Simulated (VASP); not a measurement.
# Y (Pm-3m) in VASP: further runs

The runs below take Y through single point, relaxation of cell and atoms, with RPBE.

Everything below comes from runs of VASP 6.6.1. Logs are shortened: lines on timing, memory, paths and dates and some standing lists are left out, and cuts for length are marked.

## Step 1: The cell of the first run

It takes space group Pm-3m (No. 221, cubic). Conventional cell: a = 3.452 Å, b = 3.452 Å, c = 3.452 Å, α = 90.00°, β = 90.00°, γ = 90.00°. Y (site symmetry m-3m) has 6 Y at 3.45 Å within 4.5 Å.

## Step 2: Single point, RPBE (volume scaled by 1.12)

Contents of INCAR:

```
SYSTEM = Y
PREC = Accurate
ENCUT = 520
EDIFF = 1E-6
ISMEAR = -1
SIGMA = 0.1
LREAL = .False.
LASPH = .True.
NELM = 100
ALGO = Normal
ISIF = 2
LWAVE = .False.
LCHARG = .True.
GGA = RP
LELF = .True.
LVHAR = .True.
NBANDS = 12
```

Contents of KPOINTS:

```
regular mesh
0
Gamma
  11 11 11
  0 0 0
```

Contents of POSCAR:

```
Y
1.0
    3.4523388133      0.0000000000      0.0000000000
    0.0000000000      3.4523388133      0.0000000000
    0.0000000000      0.0000000000      3.4523388133
Y
1
Direct
    0.0000000000      0.0000000000      0.0000000000
```

Potentials or basis: VASP PAW PBE potentials, release 64 (Y_sv).

On the command line:

```console
> cat potpaw_PBE.64/Y_sv/POTCAR > POTCAR
> mpirun -np 1 vasp_std > vasp.out
```

OUTCAR:

```text
SYSTEM = Y
   PREC = Accurate
   ENCUT = 520
   EDIFF = 1E-6
   ISMEAR = -1
   LREAL = .False.
   LASPH = .True.
   NELM = 100
   ISIF = 2
   GGA = RP

 ion  position               nearest neighbor table
   1  0.000  0.000  0.000-

  LATTYP: Found a simple cubic cell.
 ALAT       =     3.4523388133

  Lattice vectors:

 A1 = (   3.4523388133,   0.0000000000,   0.0000000000)
 A2 = (   0.0000000000,   3.4523388133,   0.0000000000)
 A3 = (   0.0000000000,   0.0000000000,   3.4523388133)

Analysis of symmetry for initial positions (statically):
=====================================================================
 Subroutine PRICEL returns:
 Original cell was already a primitive cell.

 Routine SETGRP: Setting up the symmetry group for a
 simple cubic supercell.

 Subroutine GETGRP returns: Found 48 space group operations
 (whereof 48 operations were pure point group operations)
 out of a pool of 48 trial point group operations.

The static configuration has the point symmetry O_h .

Analysis of symmetry for dynamics (positions and initial velocities):
=====================================================================
 Subroutine PRICEL returns:
 Original cell was already a primitive cell.

 Routine SETGRP: Setting up the symmetry group for a
 simple cubic supercell.

 Subroutine GETGRP returns: Found 48 space group operations
 (whereof 48 operations were pure point group operations)
 out of a pool of 48 trial point group operations.

The dynamic configuration has the point symmetry O_h .

 Subroutine INISYM returns: Found 48 space group operations
 (whereof 48 operations are pure point group operations),
 and found     1 'primitive' translations

----------------------------------------------------------------------------------------

                                     Primitive cell

  volume of cell :      41.1472

  direct lattice vectors                    reciprocal lattice vectors
     3.452338813  0.000000000  0.000000000     0.289658708  0.000000000  0.000000000
     0.000000000  3.452338813  0.000000000     0.000000000  0.289658708  0.000000000
     0.000000000  0.000000000  3.452338813     0.000000000  0.000000000  0.289658708

  length of vectors
     3.452338813  3.452338813  3.452338813     0.289658708  0.289658708  0.289658708

  position of ions in fractional coordinates (direct lattice)
     0.000000000  0.000000000  0.000000000

  ion indices of the primitive-cell ions
   primitive index   ion index
                 1           1

----------------------------------------------------------------------------------------

 KPOINTS: regular mesh

Automatic generation of k-mesh.
 Grid dimensions read from file:
 generate k-points for:   11   11   11

 Generating k-lattice:

  Cartesian coordinates                     Fractional coordinates (reciprocal lattice)
     0.026332610  0.000000000  0.000000000     0.090909091  0.000000000  0.000000000
     0.000000000  0.026332610  0.000000000     0.000000000  0.090909091  0.000000000
     0.000000000  0.000000000  0.026332610     0.000000000  0.000000000  0.090909091

  Length of vectors
     0.026332610  0.026332610  0.026332610

  Shift w.r.t. Gamma in fractional coordinates (k-lattice)
     0.000000000  0.000000000  0.000000000

 Subroutine IBZKPT returns following result:
 ===========================================

 Found     56 irreducible k-points:

 Following reciprocal coordinates:
            Coordinates               Weight
  0.000000  0.000000  0.000000      1.000000
  0.090909  0.000000  0.000000      6.000000
  0.181818  0.000000  0.000000      6.000000
  0.272727  0.000000  0.000000      6.000000
  0.363636  0.000000  0.000000      6.000000
  0.454545  0.000000  0.000000      6.000000
[... 16 lines left out ...]
  0.181818  0.090909  0.090909     24.000000
  0.272727  0.090909  0.090909     24.000000
 [... further k-points ...]
   k-points           NKPTS =     56   k-points in BZ     NKDIM =     56   number of bands    NBANDS=     12
   number of dos      NEDOS =    301   number of ions     NIONS =      1
   total plane-waves  NPLWV =  21952
   dimension x,y,z NGX =    28 NGY =   28 NGZ =   28
   dimension x,y,z NGXF=    56 NGYF=   56 NGZF=   56
   ions per type =               1
   NGX,Y,Z   is equivalent  to a cutoff of  13.48, 13.48, 13.48 a.u.
   NGXF,Y,Z  is equivalent  to a cutoff of  26.97, 26.97, 26.97 a.u.
 SYSTEM =  Y
   PREC   = accura    normal or accurate (medium, high low for compatibility)
   ISTART =      0    job   : 0-new  1-cont  2-samecut
   ICHARG =      2    charge: 1-file 2-atom 10-const
   ISPIN  =      1    spin polarized calculation?
   LNONCOLLINEAR =      F non collinear calculations
   LSORBIT =      F    spin-orbit coupling
   LASPH  =      T    aspherical Exc in radial PAW
   ENCUT  =  520.0 eV  38.22 Ry    6.18 a.u.   6.42  6.42  6.42*2*pi/ulx,y,z
   NELM   =    100;   NELMIN=  2; NELMDL= -5     # of ELM steps
   EDIFF  = 0.1E-05   stopping-criterion for ELM
   LREAL  =      F    real-space projection
   EDIFFG = 0.1E-04   stopping-criterion for IOM
   NSW    =      0    number of steps for IOM
   IBRION =     -1    ionic relax: 0-MD 1-quasi-New 2-CG
   NFREE  =      0    steps in history (QN), initial steepest desc. (CG)
   ISIF   =      2    stress and relaxation
   ISYM   =      2    0-nonsym 1-usesym 2-fastsym
   POTIM  = 0.5000    time-step for ionic-motion
   TEBEG  =    0.0;   TEEND  =   0.0 temperature during run
   PSTRESS=    0.0 pullay stress
   NELECT =      11.0000    total number of electrons
   NUPDOWN=      -1.0000    fix difference up-down
   EMIN   =  10.00;   EMAX   =-10.00  energy-range for DOS
   EFERMI =   0.00;   METHOD = LEGACY
   ISMEAR =    -1;   SIGMA  =   0.10  broadening in eV -4-tet -1-fermi 0-gaus
   EFERMI_NEDOS =   21; number of points for ismear=-14 and -15
   IALGO  =     38    algorithm
   IMIX   =      4    mixing-type and parameters
     AMIX     =   0.40;   BMIX     =  1.00
     AMIX_MAG =   1.60;   BMIX_MAG =  1.00
  volume/ion in A,a.u.               =      41.15       277.67
  Fermi-wavevector in a.u.,A,eV,Ry     =   1.054611  1.992926 15.132460  1.112204
  Thomas-Fermi vector in A             =   2.189778
   LORBIT       =      0    0 simple, 1 ext, 2 COOP (PROOUT), +10 PAW based schemes
   GGA     = RP    functional components
   LHFCALC =     F    Hartree Fock is set to
   AEXX    =    0.0000 exact exchange contribution
   IVDW    =     0    specifies the selected vdW correction
   LEPSILON=     F    determine dielectric tensor
   LRPA    =     F    only Hartree local field effects (RPA)
 non-spin polarized calculation
  energy-cutoff  :      520.00
  volume of cell :       41.15
 maximum number of plane-waves:      1141
 NGX is ok and might be reduce to    28
   NGX = 13   NGY = 13   NGZ = 13

 number of electron      10.9999999 magnetization

 Free energy of the ion-electron system (eV)
  ---------------------------------------------------
  ext. energy  EPLUGINS =         0.00000000
  ---------------------------------------------------
  free energy    TOTEN  =        -5.31404420 eV

  energy without entropy =       -5.22407153  energy(sigma->0) =       -5.26905787

 E-fermi :   2.0571     XC(G=0):  -8.4605

 val. band max:        2.0543472675   @ k =   0.4545   0.4545   0.3636
 cond. band min:       2.0644719230   @ k =   0.1818   0.0909   0.0000
 fundamental gap:      0.0101246555
 Fermi energy:         2.0571070045

 k-point     1 :       0.0000    0.0000    0.0000
  band No.  band energies     occupation
      1     -41.3417      2.00000
      2     -21.0980      2.00000
      3     -21.0980      2.00000
      4     -21.0980      2.00000
      5      -2.1365      2.00000
      6       1.6425      1.96885
      7       1.6425      1.96885
      8       6.3987      0.00000
      9       6.3987      0.00000
     10       6.3987      0.00000
     11      11.0339      0.00000
     12      11.0339      0.00000

 k-point     2 :       0.0909    0.0000    0.0000
  band No.  band energies     occupation
      1     -41.3391      2.00000
      2     -21.1317      2.00000
      3     -21.0952      2.00000
      4     -21.0952      2.00000
      5      -2.0009      2.00000
      6       1.6830      1.95366
      7       1.7420      1.91792
      8       6.1703      0.00000
      9       6.1703      0.00000
     10       6.4136      0.00000
     11      10.3298      0.00000
     12      11.3497      0.00000

 k-point     3 :       0.1818    0.0000    0.0000
  band No.  band energies     occupation
      1     -41.3320      2.00000
      2     -21.2208      2.00000
      3     -21.0877      2.00000
      4     -21.0877      2.00000
      5      -1.6170      2.00000
      6       1.7953      1.86397
      7       1.9929      1.31052
      8       5.6605      0.00000
      9       5.6605      0.00000
     10       6.4540      0.00000
     11       9.1490      0.00000
     12      12.1093      0.00000

 k-point     4 :       0.2727    0.0000    0.0000
  band No.  band energies     occupation
      1     -41.3227      2.00000
      2     -21.3352      2.00000
      3     -21.0779      2.00000
      4     -21.0779      2.00000
      5      -1.0456      2.00000
      6       1.9520      1.48198
      7       2.2275      0.30791
      8       5.1276      0.00000
      9       5.1276      0.00000
     10       6.5078      0.00000
     11       8.2680      0.00000
     12      12.7582      0.00000

 k-point     5 :       0.3636    0.0000    0.0000
  band No.  band energies     occupation
      1     -41.3142      2.00000
      2     -21.4381      2.00000
      3     -21.0688      2.00000
      4     -21.0688      2.00000
      5      -0.3796      2.00000
      6       2.1070      0.75538
      7       2.1934      0.40739
      8       4.7180      0.00000
      9       4.7180      0.00000
     10       6.5583      0.00000
     11       8.0014      0.00000
     12      11.9083      0.00000

 k-point     6 :       0.4545    0.0000    0.0000
  band No.  band energies     occupation
      1     -41.3091      2.00000
      2     -21.4983      2.00000
      3     -21.0634      2.00000
      4     -21.0634      2.00000
      5       0.1921      2.00000
      6       1.9029      1.64756
      7       2.2051      0.37092
      8       4.4997      0.00000
      9       4.4997      0.00000
     10       6.5888      0.00000
     11       8.1870      0.00000
     12      11.4580      0.00000

 k-point     7 :       0.0909    0.0909    0.0000
  band No.  band energies     occupation
      1     -41.3365      2.00000
      2     -21.1303      2.00000
      3     -21.1272      2.00000
      4     -21.0925      2.00000
      5      -1.8659      2.00000
      6       1.7515      1.91006
      7       1.8161      1.83519
      8       5.9182      0.00000
      9       6.1270      0.00000
     10       6.2536      0.00000
     11      10.5323      0.00000
     12      10.7413      0.00000

 k-point     8 :       0.1818    0.0909    0.0000
  band No.  band energies     occupation
      1     -41.3294      2.00000
      2     -21.2177      2.00000
      3     -21.1209      2.00000
      4     -21.0850      2.00000
      5      -1.4843      2.00000
      6       1.8734      1.72523
      7       2.0645      0.96319
      8       5.3748      0.00000
      9       5.6727      0.00000
     10       6.2570      0.00000
     11       9.4403      0.00000
     12      11.3212      0.00000
[... 166 lines left out ...]
 k-point    20 :       0.4545    0.3636    0.0000
  band No.  band energies     occupation
      1     -41.2822      2.00000
      2     -21.4553      2.00000
      3     -21.3894      2.00000
      4     -21.0354      2.00000
      5       0.8701      1.99999
      6       1.8044      1.85208
      7       4.0795      0.00000
      8       4.6626      0.00000
      9       4.8394      0.00000
     10       5.1184      0.00000
     11       7.9461      0.00000
     12      10.5930      0.00000

 k-point    21 :       0.4545    0.4545    0.0000
  band No.  band energies     occupation
      1     -41.2773      2.00000
      2     -21.4476      2.00000
      3     -21.4468      2.00000
      4     -21.0303      2.00000
      5       0.7356      2.00000
      6       2.0236      1.16578
      7       4.7389      0.00000
      8       4.7495      0.00000
      9       4.9019      0.00000
     10       4.9183      0.00000
     11       7.6696      0.00000
     12      10.4080      0.00000

 k-point    22 :       0.0909    0.0909    0.0909
  band No.  band energies     occupation
      1     -41.3338      2.00000
      2     -21.1290      2.00000
      3     -21.1243      2.00000
      4     -21.1243      2.00000
      5      -1.7317      2.00000
      6       1.8565      1.76277
      7       1.8565      1.76277
      8       5.8210      0.00000
      9       6.0058      0.00000
     10       6.0058      0.00000
     11      10.6911      0.00000
     12      11.0654      0.00000

 k-point    23 :       0.1818    0.0909    0.0909
  band No.  band energies     occupation
      1     -41.3268      2.00000
      2     -21.2145      2.00000
      3     -21.1194      2.00000
      4     -21.1166      2.00000
      5      -1.3525      2.00000
      6       1.9700      1.41001
      7       2.1204      0.69392
      8       5.3370      0.00000
      9       5.4564      0.00000
     10       6.0306      0.00000
     11       9.7261      0.00000
     12      11.4420      0.00000

 k-point    24 :       0.2727    0.0909    0.0909
  band No.  band energies     occupation
      1     -41.3176      2.00000
      2     -21.3281      2.00000
      3     -21.1092      2.00000
      4     -21.1064      2.00000
      5      -0.7894      2.00000
      6       2.1320      0.64227
      7       2.3403      0.11125
      8       4.8796      0.00000
      9       4.9087      0.00000
     10       6.0995      0.00000
     11       8.7619      0.00000
     12      12.0972      0.00000

 [... further k-points ...]
[... 5 lines left out ...]
  --------------------------------------------------------------------------------------
  -------------------------------------------------------------------------------------
  Total       -0.6182130     -0.6182130     -0.6182130     -0.0000000      0.0000000     -0.0000000
  in kB      -24.0717945    -24.0717945    -24.0717945     -0.0000000      0.0000000     -0.0000000
  external PRESSURE =     -24.0717945 kB  Pullay stress =       0.0000000 kB

 VOLUME and BASIS-vectors are now :
 -----------------------------------------------------------------------------
  energy-cutoff  :      520.00
  volume of cell :       41.15
      direct lattice vectors                 reciprocal lattice vectors
     3.452338813  0.000000000  0.000000000     0.289658708  0.000000000  0.000000000
     0.000000000  3.452338813  0.000000000     0.000000000  0.289658708  0.000000000
     0.000000000  0.000000000  3.452338813     0.000000000  0.000000000  0.289658708

 POSITION                                       TOTAL-FORCE (eV/Angst)
 -----------------------------------------------------------------------------------
      0.00000      0.00000      0.00000         0.000000      0.000000      0.000000
 -----------------------------------------------------------------------------------
    total drift:                               -0.000000      0.000000     -0.000000

  FREE ENERGIE OF THE ION-ELECTRON SYSTEM (eV)
  ---------------------------------------------------
  free  energy   TOTEN  =        -5.3140442042 eV

  energy  without entropy=       -5.2240715294  energy(sigma->0) =       -5.26905787
```

It took 10 s on 1 thread of Intel Xeon 6975P-C (Granite Rapids), shared host; peak memory 0.18 GiB.

Results:

```
Free energy : -5.3140 eV
Pressure    : -2.4 GPa
```

Caveat: the cell differs from its parent crystal (volume scaled by 1.12); the PAW data sets were made with another functional, which shifts forces and pressure a little.

## Step 3: Relaxation of cell and atoms, RPBE

This run uses another cell than the first one, of 35.65 Å³/atom, 0.866 times its volume.

Contents of INCAR:

```
ALGO = Normal
EDIFF = 1E-6
EDIFFG = -0.01
ENCUT = 600
GGA = RP
IBRION = 2
ISIF = 3
ISMEAR = -1
LASPH = True
LCHARG = False
LREAL = False
LWAVE = False
NELM = 80
NSW = 80
PREC = Accurate
SIGMA = 0.1
```

Contents of KPOINTS:

```
k-points
0
Gamma
  10 10 10
```

Contents of POSCAR:

```
Y
1.0
    3.2912715962      0.0000000000      0.0000000000
    0.0000000000      3.2912715962      0.0000000000
    0.0000000000      0.0000000000      3.2912715962
Y
1
Direct
    0.0000000000      0.0000000000      0.0000000000
```

Potentials or basis: VASP PAW PBE potentials, release 64 (Y_sv).

On the command line:

```console
> cat potpaw_PBE.64/Y_sv/POTCAR > POTCAR
> mpirun -np 1 vasp_std > vasp.out
```

It took 20 s on 1 thread of Intel Xeon 6975P-C (Granite Rapids), shared host; peak memory 0.19 GiB.

It converged, with:

```
Free energy                            : -5.3487 eV
Relaxed volume                         : 36.72 Å³/atom
Relaxed cell                           : a = 3.324 Å, b = 3.324 Å, c = 3.324 Å, α = 90.00°, β = 90.00°, γ = 90.00°
Space group after relaxing (to 0.05 Å) : Pm-3m (No. 221)
Energy gained by relaxing              : 2.4 meV/atom
Ionic steps                            : 3
Pressure after relaxing                : 0.0 GPa
```

Step by step:
```
step  energy change (eV)  largest force (eV/Å)  pressure (GPa)  volume (Å³)
   1              0.0000                0.0000            0.78        35.65
   2             -0.0024                0.0000            0.10        36.55
   3             -0.0024                0.0000            0.00        36.72
```

Final structure:
```yaml
crystal:
  lattice:
    - [3.32365, 0.00000, 0.00000]
    - [0.00000, 3.32365, 0.00000]
    - [0.00000, 0.00000, 3.32365]
  atoms:
    - { symbol: Y, position: [0.00000, 0.00000, 0.00000] }
```

Levels at points of the mesh, in eV from the Fermi level:
| k point | band 3 | band 4 | band 5 | band 6 | band 7 | band 8 | band 9 |
| --- | --- | --- | --- | --- | --- | --- | --- |
| (0.00, 0.00, 0.00) | -22.86 | -22.86 | -4.39 | -0.53 | -0.53 | 4.90 | 4.90 |
| (0.50, 0.00, 0.00) | -22.81 | -22.81 | -1.76 | -0.12 | 0.13 | 2.64 | 2.64 |
| (0.50, 0.50, 0.00) | -23.36 | -22.76 | -1.67 | 0.11 | 3.14 | 3.14 | 3.26 |
| (0.50, 0.50, 0.50) | -23.29 | -23.29 | -0.48 | -0.48 | -0.48 | 5.48 | 6.42 |

Caveat: the PAW data sets were made with another functional, which shifts forces and pressure a little.

(Continued in part 2 of 2.)
